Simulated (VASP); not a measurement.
# Be2ZnSe3 (P6/mmm) in VASP: further runs

The runs below take Be2ZnSe3 through single point, with PBE.

Everything below comes from runs of VASP 6.6.1. Logs are shortened: lines on timing, memory, paths and dates and some standing lists are left out, and cuts for length are marked.

**1. The cell of the first run**

Symmetry: P6/mmm, No. 191, hexagonal system. Conventional cell: a = 6.047 Å, b = 6.047 Å, c = 3.396 Å, α = 90.00°, β = 90.00°, γ = 120.00°. Within 3.2 Å of Be (site symmetry -6m2) lie 6 Se at 2.44 Å. Zn (site symmetry 6/mmm) has 2 Zn at 3.40 Å and 12 Se at 3.47 Å and 6 Be at 3.49 Å within 4.5 Å. Within 3.2 Å of Se (site symmetry mmm) lie 4 Be at 2.44 Å and 4 Se at 3.02 Å.

**2. Single point, PBE**

INCAR reads:

```
SYSTEM = Be2ZnSe3
PREC = Accurate ; ENCUT = 520
EDIFF = 1E-6 ; ISMEAR = 0
SIGMA = 0.1 ; LREAL = .FALSE.
LASPH = .TRUE. ; NELM = 60
ALGO = Normal ; ISIF = 2
LWAVE = .FALSE. ; LCHARG = .TRUE.
GGA = PE ; LELF = .TRUE.
LVHAR = .TRUE. ; NBANDS = 26
```

KPOINTS reads:

```
regular mesh
0
G
  3 3 6
  0 0 0
```

POSCAR reads:

```
Be2ZnSe3
1.0
    6.0465760100      0.0000000000      0.0000000000
   -3.0232880000      5.2364884300      0.0000000000
    0.0000000000      0.0000000000      3.3962801300
Be Zn Se
2 1 3
Direct
    0.3333333300      0.6666666700      0.0000000000
    0.6666666700      0.3333333300      0.0000000000
    0.0000000000      0.0000000000      0.0000000000
    0.5000000000      0.0000000000      0.5000000000
    0.5000000000      0.5000000000      0.5000000000
    0.0000000000      0.5000000000      0.5000000000
```

Potentials or basis: VASP PAW PBE potentials, release 64 (Be, Zn, Se).

Started as:

```bash
$ cat potpaw_PBE.64/Be/POTCAR potpaw_PBE.64/Zn/POTCAR potpaw_PBE.64/Se/POTCAR > POTCAR
$ mpirun -np 1 vasp_std > vasp.out
```

OUTCAR:

```text
SYSTEM = Be2ZnSe3
   PREC = Accurate
   ENCUT = 520
   EDIFF = 1E-6
   ISMEAR = 0
   LREAL = .FALSE.
   LASPH = .TRUE.
   NELM = 60
   ISIF = 2
   GGA = PE

 ion  position               nearest neighbor table
   1  0.333  0.667  0.000-   4 2.44   4 2.44   6 2.44   6 2.44   5 2.44   5 2.44
   2  0.667  0.333  0.000-   4 2.44   4 2.44   6 2.44   6 2.44   5 2.44   5 2.44
   3  0.000  0.000  0.000-
   4  0.500  0.000  0.500-   1 2.44   2 2.44   1 2.44   2 2.44
   5  0.500  0.500  0.500-   1 2.44   2 2.44   1 2.44   2 2.44
   6  0.000  0.500  0.500-   1 2.44   2 2.44   1 2.44   2 2.44

  LATTYP: Found a hexagonal cell.
 ALAT       =     6.0465760100
 C/A-ratio  =     0.5616865023

  Lattice vectors:

 A1 = (   6.0465760100,   0.0000000000,   0.0000000000)
 A2 = (  -3.0232880000,   5.2364884300,   0.0000000000)
 A3 = (   0.0000000000,   0.0000000000,   3.3962801300)

Analysis of symmetry for initial positions (statically):
=====================================================================
 Subroutine PRICEL returns:
 Original cell was already a primitive cell.

 Routine SETGRP: Setting up the symmetry group for a
 hexagonal supercell.

 Subroutine GETGRP returns: Found 24 space group operations
 (whereof 24 operations were pure point group operations)
 out of a pool of 24 trial point group operations.

The static configuration has the point symmetry D_6h.

Analysis of symmetry for dynamics (positions and initial velocities):
=====================================================================
 Subroutine PRICEL returns:
 Original cell was already a primitive cell.

 Routine SETGRP: Setting up the symmetry group for a
 hexagonal supercell.

 Subroutine GETGRP returns: Found 24 space group operations
 (whereof 24 operations were pure point group operations)
 out of a pool of 24 trial point group operations.

The dynamic configuration has the point symmetry D_6h.

 Subroutine INISYM returns: Found 24 space group operations
 (whereof 24 operations are pure point group operations),
 and found     1 'primitive' translations

----------------------------------------------------------------------------------------

                                     Primitive cell

  volume of cell :     107.5358

  direct lattice vectors                    reciprocal lattice vectors
     6.046576010  0.000000000  0.000000000     0.165382854  0.095483835  0.000000000
    -3.023288000  5.236488430  0.000000000     0.000000000  0.190967671  0.000000000
     0.000000000  0.000000000  3.396280130     0.000000000  0.000000000  0.294439788
[... 84 lines left out ...]
   NFREE  =      0    steps in history (QN), initial steepest desc. (CG)
   ISIF   =      2    stress and relaxation
   ISYM   =      2    0-nonsym 1-usesym 2-fastsym
   POTIM  = 0.5000    time-step for ionic-motion
   TEBEG  =    0.0;   TEEND  =   0.0 temperature during run
   PSTRESS=    0.0 pullay stress
   NELECT =      34.0000    total number of electrons
   NUPDOWN=      -1.0000    fix difference up-down
   EMIN   =  10.00;   EMAX   =-10.00  energy-range for DOS
   EFERMI =   0.00;   METHOD = LEGACY
   ISMEAR =     0;   SIGMA  =   0.10  broadening in eV -4-tet -1-fermi 0-gaus
   EFERMI_NEDOS =   21; number of points for ismear=-14 and -15
   IALGO  =     38    algorithm
   IMIX   =      4    mixing-type and parameters
     AMIX     =   0.40;   BMIX     =  1.00
     AMIX_MAG =   1.60;   BMIX_MAG =  1.00
  volume/ion in A,a.u.               =      17.92       120.95
  Fermi-wavevector in a.u.,A,eV,Ry     =   1.115279  2.107571 16.923561  1.243847
  Thomas-Fermi vector in A             =   2.251882
   LORBIT       =      0    0 simple, 1 ext, 2 COOP (PROOUT), +10 PAW based schemes
   GGA     = PE    functional components
   LHFCALC =     F    Hartree Fock is set to
   AEXX    =    0.0000 exact exchange contribution
   IVDW    =     0    specifies the selected vdW correction
   LEPSILON=     F    determine dielectric tensor
   LRPA    =     F    only Hartree local field effects (RPA)
 non-spin polarized calculation
 Gauss-broadening in eV      SIGMA  =   0.10
  energy-cutoff  :      520.00
  volume of cell :      107.54
 maximum number of plane-waves:      2929
 NGX is ok and might be reduce to    48
   NGX = 23   NGY = 23   NGZ = 13

 number of electron      34.0000004 magnetization

 Free energy of the ion-electron system (eV)
  ---------------------------------------------------
  ext. energy  EPLUGINS =         0.00000000
  ---------------------------------------------------
  free energy    TOTEN  =       -17.58541257 eV

  energy without entropy =      -17.57463671  energy(sigma->0) =      -17.58002464

 E-fermi :   4.2059     XC(G=0):  -9.9247

 val. band max:        4.2025939362   @ k =   0.3333   0.0000   0.5000
 cond. band min:       4.2253708202   @ k =   0.0000   0.0000   0.0000
 fundamental gap:      0.0227768839
 Fermi energy:         4.2058995597

 k-point     1 :       0.0000    0.0000    0.0000
  band No.  band energies     occupation
      1     -11.2336      2.00000
      2      -8.8239      2.00000
      3      -8.8239      2.00000
      4      -4.0229      2.00000
      5      -1.9265      2.00000
      6      -1.8104      2.00000
[... 337 lines left out ...]
     25      10.8592      0.00000
     26      11.2533      0.00000

------------------------ aborting loop because EDIFF is reached ----------------------------------------

  FORCE on cell =-STRESS in cart. coord.  units (eV):
  Direction    XX          YY          ZZ          XY          YZ          ZX
  --------------------------------------------------------------------------------------
  -------------------------------------------------------------------------------------
  Total        2.1151866      2.1151866      1.3913485      0.0000000      0.0000000      0.0000000
  in kB       31.5141870     31.5141870     20.7297158      0.0000000      0.0000000      0.0000000
  external PRESSURE =      27.9193632 kB  Pullay stress =       0.0000000 kB

 VOLUME and BASIS-vectors are now :
 -----------------------------------------------------------------------------
  energy-cutoff  :      520.00
  volume of cell :      107.54
      direct lattice vectors                 reciprocal lattice vectors
     6.046576010  0.000000000  0.000000000     0.165382854  0.095483835  0.000000000
    -3.023288000  5.236488430  0.000000000     0.000000000  0.190967671  0.000000000
     0.000000000  0.000000000  3.396280130     0.000000000  0.000000000  0.294439788

 POSITION                                       TOTAL-FORCE (eV/Angst)
 -----------------------------------------------------------------------------------
     -0.00000      3.49099      0.00000        -0.000000      0.000000      0.000000
      3.02329      1.74550      0.00000         0.000000      0.000000      0.000000
      0.00000      0.00000      0.00000         0.000000      0.000000      0.000000
      3.02329      0.00000      1.69814         0.000000      0.000000      0.000000
      1.51164      2.61824      1.69814         0.000000      0.000000      0.000000
     -1.51164      2.61824      1.69814         0.000000      0.000000      0.000000
 -----------------------------------------------------------------------------------
    total drift:                                0.000000      0.000000     -0.000000

  FREE ENERGIE OF THE ION-ELECTRON SYSTEM (eV)
  ---------------------------------------------------
  free  energy   TOTEN  =       -17.5854125673 eV

  energy  without entropy=      -17.5746367055  energy(sigma->0) =      -17.58002464
```

stdout:

```text
POSCAR found type information on POSCAR BeZnSe
 POSCAR found :  3 types and       6 ions
 scaLAPACK will be used
 LDA part: xc-table for (Slater+PW92), standard interpolation
 POSCAR, INCAR and KPOINTS ok, starting setup
 FFT: planning ... GRIDC
 FFT: planning ... GRID_SOFT
 FFT: planning ... GRID
 WAVECAR not read
 entering main loop
```

Run time: 38 s. Hardware: 1 thread of Intel Xeon 6975P-C, shared host; peak memory 0.25 GiB.

Results:

| Quantity | Value |
| --- | --- |
| Free energy | -17.5854 eV |
| Pressure | 2.8 GPa |
| Band gap on the k mesh | zero (band 17 reaches 5.05 eV, above the bottom of band 18 at 3.71 eV) |

Stress tensor (GPa, compression positive):
```
3.15 0.00 0.00
0.00 3.15 0.00
0.00 0.00 2.07
```

Levels at points of the mesh, in eV from the Fermi level:
| k point | band 13 | band 14 | band 15 | band 16 | band 17 | band 18 | band 19 | band 20 | band 21 | band 22 |
| --- | --- | --- | --- | --- | --- | --- | --- | --- | --- | --- |
| (0.00, 0.00, 0.00) | -2.85 | -0.27 | -0.27 | 0.02 | 0.02 | 0.42 | 1.66 | 2.59 | 3.65 | 3.65 |
| (0.00, 0.00, 0.50) | -3.68 | -3.68 | -1.41 | 0.03 | 0.60 | 0.60 | 1.03 | 1.03 | 1.29 | 1.29 |

Caveat: the k points lie up to 0.40 Å⁻¹ apart.

**3. Single point, PBE**

This run uses another cell than the first one, of 19.73 Å³/atom, 1.101 times its volume.

INCAR reads:

```
SYSTEM = Be2ZnSe3
PREC     = Accurate       ! precision mode
ENCUT    = 520            ! plane-wave cutoff, eV
EDIFF    = 1E-6           ! SCF threshold, eV
ISMEAR   = 0              ! smearing method
SIGMA    = 0.1            ! smearing width, eV
LREAL    = .False.        ! projectors in reciprocal space
LASPH    = .True.         ! aspherical terms in the spheres
NELM     = 80             ! most SCF steps
ALGO     = Normal         ! electronic algorithm
ISIF     = 2              ! what is computed and relaxed
LWAVE    = .False.        ! write WAVECAR
LCHARG   = .False.        ! write CHGCAR
GGA      = PE             ! functional
NBANDS   = 26             ! bands
```

KPOINTS reads:

```
regular mesh
0
Gamma
  6 6 12
  0 0 0
```

POSCAR reads:

```
Be2ZnSe3
1.0
    6.9454068484     -0.0000000033      0.0000000000
   -3.4727034213      6.0148987720      0.0000000000
    0.0000000000      0.0000000000      2.8343174819
Be Zn Se
2 1 3
Direct
    0.3333333333      0.6666666667      0.0000000000
    0.6666666667      0.3333333333      0.0000000000
    0.0000000000      0.0000000000      0.0000000000
    0.5000000000      0.0000000000      0.5000000000
    0.5000000000      0.5000000000      0.5000000000
    0.0000000000      0.5000000000      0.5000000000
```

Potentials or basis: VASP PAW PBE potentials, release 64 (Be, Zn, Se).

Started as:

```bash
$ cat potpaw_PBE.64/Be/POTCAR potpaw_PBE.64/Zn/POTCAR potpaw_PBE.64/Se/POTCAR > POTCAR
$ mpirun -np 1 vasp_std > vasp.out
```

It took 2.3 min on 1 thread of Intel Xeon 6975P-C, shared host; peak memory 0.34 GiB.

The run converged. Its results:

```
Free energy            : -17.9188 eV
Pressure               : 0.1 GPa
Band gap on the k mesh : zero (band 17 reaches 5.35 eV, above the bottom of band 18 at 2.34 eV)
```

Levels at points of the mesh, in eV from the Fermi level:
```tsv
k point	band 13	band 14	band 15	band 16	band 17	band 18	band 19	band 20	band 21	band 22
(0.00, 0.00, 0.00)	-2.27	-2.27	-1.23	0.62	1.21	2.69	2.69	3.22	3.22	4.50
(0.50, 0.00, 0.00)	-3.45	-1.75	-1.65	1.58	1.79	2.03	2.12	2.68	3.72	4.66
(0.00, 0.00, 0.50)	-2.23	-2.23	-0.97	0.15	0.15	0.56	1.01	1.04	1.29	1.29
(0.50, 0.00, 0.50)	-3.30	-1.71	-1.37	-0.92	-0.19	0.33	0.74	1.07	2.01	2.09
```

**4. Single point, PBE**

This run uses another cell than the first one, of 19.72 Å³/atom, 1.101 times its volume.

INCAR reads:

```
PREC = Accurate ; ENCUT = 520
EDIFF = 1E-7 ; ISMEAR = 0
SIGMA = 0.1 ; LREAL = False
LASPH = True ; NELM = 100
ALGO = Normal ; ISIF = 2
LWAVE = False ; LCHARG = True
GGA = PE ; LELF = True
LVHAR = True ; NBANDS = 26
```

KPOINTS reads:

```
regular mesh
0
Gamma
  6 6 14
```

Edit POSCAR of step 3 so:

```diff
@@ -2,5 +2,5 @@
 1.0
-    6.9454068484     -0.0000000033      0.0000000000
-   -3.4727034213      6.0148987720      0.0000000000
-    0.0000000000      0.0000000000      2.8343174819
+    6.9534845497     -0.0000000033      0.0000000000
+   -3.4767422720      6.0218942665      0.0000000000
+    0.0000000000      0.0000000000      2.8263658447
 Be Zn Se
```

Started as:

```bash
$ cat potpaw_PBE.64/Be/POTCAR potpaw_PBE.64/Zn/POTCAR potpaw_PBE.64/Se/POTCAR > POTCAR
$ mpirun -np 1 vasp_std > vasp.out
```

Wall time 2.8 min (1 thread of Intel Xeon 6975P-C, shared host); peak memory 0.35 GiB.

Results (log left out):

| Property | Result |
| --- | --- |
| Free energy | -17.8799 eV |
| Pressure | 0.1 GPa |
| Band gap on the k mesh | zero (band 17 reaches 5.36 eV, above the bottom of band 18 at 2.14 eV) |

Levels at points of the mesh, in eV from the Fermi level:
| k point | band 13 | band 14 | band 15 | band 16 | band 17 | band 18 | band 19 | band 20 | band 21 | band 22 |
| --- | --- | --- | --- | --- | --- | --- | --- | --- | --- | --- |
| (0.00, 0.00, 0.00) | -2.35 | -2.35 | -1.30 | 0.53 | 1.20 | 2.66 | 2.66 | 3.15 | 3.15 | 4.46 |
| (0.50, 0.00, 0.00) | -3.51 | -1.79 | -1.73 | 1.57 | 1.75 | 2.02 | 2.05 | 2.66 | 3.68 | 4.58 |
| (0.00, 0.00, 0.50) | -2.26 | -2.26 | -1.02 | 0.09 | 0.09 | 0.51 | 1.03 | 1.04 | 1.24 | 1.24 |
| (0.50, 0.00, 0.50) | -3.35 | -1.73 | -1.41 | -0.96 | -0.23 | 0.28 | 0.74 | 1.00 | 1.95 | 2.07 |

**5. Summary**

| cell | k mesh | gap on the mesh (eV) | pressure (GPa) |
| --- | --- | --- | --- |
| a = 6.047, b = 6.047, c = 3.396 Å, angles 90.0, 90.0, 120.0°, 6 atoms | 3 × 3 × 6 | none | 2.8 |
| a = 6.945, b = 6.945, c = 2.834 Å, angles 90.0, 90.0, 120.0°, 6 atoms | 6 × 6 × 12 | none | 0.1 |
| a = 6.953, b = 6.953, c = 2.826 Å, angles 90.0, 90.0, 120.0°, 6 atoms | 6 × 6 × 14 | none | 0.1 |

Alike in all rows: task single point; level PBE; potentials or basis VASP PAW PBE potentials, release 64 (Be, Zn, Se); no spin polarisation; cutoff (eV) 520; smearing gaussian 0.1 eV.

Caveats: some runs use coarse meshes.

Total energies depend on the potentials used, so only differences within one code and one set of settings carry meaning.
